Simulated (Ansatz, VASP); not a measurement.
# BP: VASP beside Ansatz

```
CELL_PARAMETERS angstrom
0.00000 2.26900 2.22362
2.26900 0.00000 2.22362
2.26900 2.26900 0.00000
ATOMIC_POSITIONS crystal
B 0.00000 0.00000 0.00000
P 0.75000 0.75000 0.75000
```

Change from the starting cell: zz strain of -2 %.

Alike in both runs: task single point; functional PBE; k mesh 15 × 15 × 15; occupations fermi-dirac, width 0.05 eV; no spin polarisation.

|  | VASP | Ansatz |
| --- | --- | --- |
| version | VASP 6.6.1 | Ansatz 0.2.0 |
| potentials or method | VASP PAW PBE potentials, release 64 (B, P), cutoff 520 eV | all-electron LAPW, scalar-relativistic |

|  | VASP | Ansatz | Ansatz less VASP |
| --- | --- | --- | --- |
| pressure (GPa) | 4.3 | 4.6 | +0.22 |
| traceless stress, the component that is largest in VASP (GPa) | 3.57 | 3.57 | -0.003 |

Ansatz ran all-electron here, and VASP with PAW potentials.
